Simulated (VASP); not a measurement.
Write the native input for VASP 6.6.1 that does the following.

```
Task                   : single point
Functional             : PBE
Dispersion             : D3(BJ)
Potentials or basis    : VASP PAW PBE potentials, release 64 (C, O, H)
Cutoff                 : 520 eV
k mesh                 : 1 × 1 × 1
Occupations            : fermi-dirac, width 0.05 eV
Spin                   : no spin polarisation
Dipole correction      : no
Further INCAR settings : LREAL = Auto; ALGO = Normal; EDIFF = 1e-06; NBANDS = 64
```

The structure of H6C2O lies in POSCAR:

```
H6C2O
1.0
    7.2936330000      0.0000000000      0.0000000000
    0.0000000000      7.2936330000      0.0000000000
    0.0000000000      0.0000000000      7.2936330000
C O H
8 4 24
Direct
    0.4247403180      0.3718174468      0.9093821968
    0.4714385821      0.3656339714      0.6997335896
    0.9762350258      0.0664140902      0.4497347207
    0.7684373480      0.0756276056      0.4392186994
    0.8086642144      0.8905712695      0.8868008577
    0.9796626729      0.7836286800      0.9271099876
    0.2674113161      0.7174888015      0.3200325544
    0.1550530442      0.5562385714      0.3681704303
    0.3757523857      0.2220292685      0.6167845297
    0.6834042788     -0.0750380503      0.3484271830
    1.1288887170      0.9059682603      0.9400116513
   -0.0410083699      0.5854969670      0.4046543060
    0.4637469420      0.1380656252      0.5677006233
    0.4211892756      0.5046044955      0.6412167983
    0.6189370921      0.3630975126      0.6678153398
    0.4764840786      0.4950756365      0.9694345740
    0.2813001422      0.3712416021      0.9266986699
    0.4732758010      0.2506432665      0.9840089294
    0.7564954255     -0.1751664774      0.3597109972
    0.7061638555      0.0856226246      0.5771197975
    0.7281693499      0.1975147365      0.3664566067
    1.0487914596      0.1698604797      0.5268979122
    1.0267585441     -0.0654132173      0.5015470342
    1.0374665136      0.0928892364      0.3199914227
    1.1014675403      0.9888076354      0.8465054384
    0.9731638540      0.7227947992      1.0598696150
    0.9860243859      0.6807581352      0.8219909063
    0.7863159553      1.0113341321      0.9844202471
    0.8079512638      0.9539690302      0.7439365266
    0.6776869634      0.8084448450      0.8901873730
   -0.0847451469      0.4732072480      0.4633767561
    0.1447838135      0.4450319889      0.2689606126
    0.2104301108      0.5107879708      0.5034802272
    0.4007330777      0.6694606104      0.2748698762
    0.2266908686      0.8010548378      0.2054668778
    0.2860165846      0.8153138498      0.4365040029
```

One way to write it, as run:

INCAR

```
PREC = Accurate ; ENCUT = 520
EDIFF = 1E-6 ; ISMEAR = -1
SIGMA = 0.05 ; LREAL = Auto
LASPH = T ; NELM = 120
ALGO = Normal ; ISIF = 2
LWAVE = F ; LCHARG = F
GGA = PE ; IVDW = 12
NBANDS = 64 ; GGA_COMPAT = F
```

KPOINTS

```
Automatic mesh
0
Gamma
  1 1 1
```

Potentials or basis: VASP PAW PBE potentials, release 64 (C, O, H).

Command:

```bash
$ cat potpaw_PBE.64/C/POTCAR potpaw_PBE.64/O/POTCAR potpaw_PBE.64/H/POTCAR > POTCAR
$ mpirun -np 1 vasp_gam > vasp.out
```

Results of the run:

- Pressure: 2.1 GPa
- Largest force: 4.334 eV/Å
- Band gap on the k mesh: 4.83 eV
- Dispersion energy per atom: -0.037 eV

Caveat: the k points lie up to 0.86 Å⁻¹ apart.

It took 38 s on 1 thread of Intel(R) Xeon(R) Platinum 8488C (Sapphire Rapids), on a shared host, peak memory 0.34 GiB.
